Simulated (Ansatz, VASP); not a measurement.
**Two plane-wave programs on Ta**

```xyz
1
Lattice="-1.6403 1.6403 1.6403 1.6403 -1.6403 1.6403 1.6403 1.6403 -1.6403" Properties=species:S:1:pos:R:3 pbc="T T T"
Ta    0.0000    0.0000    0.0000
```

Alike in both runs: functional PBEsol; k mesh 18 × 18 × 18; occupations gaussian, width 0.1 eV; no spin polarisation.

Ansatz relaxed the structure, and its values are those at the end. VASP's run is a single point on that final structure, the one shown.

```csv
,VASP,Ansatz
version,VASP 6.6.1,Ansatz 0.2.0
potentials or method,"VASP PAW PBE potentials, release 64 (Ta_pv), cutoff 520 eV","scalar-relativistic, plane waves, PAW"
valence electrons in the cell,11,13
```

```csv
,VASP,Ansatz,Ansatz less VASP
gap on the k mesh at the Fermi level (eV),none,none,-
pressure (GPa),0.1,0.0,-0.18
```

VASP's potentials were made for PBE, not for PBEsol. A gap of «none» marks a metal or a gap that the smearing closes. With one functional, cell and mesh, what is left measures potentials, basis and numerics. VASP's potentials hold 11 valence electrons a cell and Ansatz's 13, so a difference there can come from the potentials and not from the codes.

Neither program's run includes spin-orbit coupling.
